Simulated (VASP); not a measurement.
Set up this calculation in VASP 6.6.1, as the native input.

| Item | Value |
| --- | --- |
| Task | single point |
| Functional | PBEsol |
| Potentials or basis | VASP PAW PBE potentials, release 64 (In_d) |
| Cutoff | 520 eV |
| k mesh | 15 × 15 × 4 |
| Occupations | gaussian, width 0.1 eV |
| Spin | no spin polarisation |
| Dipole correction | no |
| Further INCAR settings | ALGO = Normal; EDIFF = 1e-07; NBANDS = 34 |

The structure of In lies in POSCAR:

```
In
1.0
    3.5033424680      0.0000000000      0.0000000000
   -1.7516712340      3.0339835754      0.0000000000
    0.0000000000      0.0000000000     11.2475722657
In
4
Direct
    0.0000000000      0.0000000000      0.0000000000
    0.3333333300      0.6666666700      0.2500000000
    0.0000000000      0.0000000000      0.5000000000
    0.6666666700      0.3333333300      0.7500000000
```

This cell differs from its parent crystal: functional PBEsol, strained.

The input as run:

INCAR

```
SYSTEM = In
PREC     = Accurate       ! precision mode
ENCUT    = 520            ! plane-wave cutoff, eV
EDIFF    = 1E-7           ! SCF threshold, eV
ISMEAR   = 0              ! smearing method
SIGMA    = 0.1            ! smearing width, eV
LREAL    = .False.        ! projectors in reciprocal space
LASPH    = .True.         ! aspherical terms in the spheres
NELM     = 100            ! most SCF steps
ALGO     = Normal         ! electronic algorithm
ISIF     = 2              ! what is computed and relaxed
LWAVE    = .False.        ! write WAVECAR
LCHARG   = .True.         ! write CHGCAR
GGA      = PS             ! functional
LELF     = .True.         ! ELF
LVHAR    = .True.       
NBANDS   = 34             ! bands
```

KPOINTS

```
Automatic mesh
0
Gamma
  15 15 4
  0 0 0
```

Potentials or basis: VASP PAW PBE potentials, release 64 (In_d).

Launch:

```bash
$ cat potpaw_PBE.64/In_d/POTCAR > POTCAR
$ mpirun -np 1 vasp_std > vasp.out
```

Results of the run:

The pressure is -4.7 GPa and the band gap on the k mesh is zero (band 26 reaches 9.26 eV, above the bottom of band 27 at 4.93 eV).

Caveat: the cell differs from its parent crystal (functional PBEsol, strained); the PAW data sets were made with another functional, which shifts forces and pressure a little; spin-orbit coupling is left out, which moves the levels of the heavy elements.

Run time: 5.1 min on 1 thread of Intel(R) Xeon(R) Platinum 8259CL CPU @ 2.50GHz (Skylake/Cascade Lake), with other jobs on the host, peak memory 0.39 GiB.
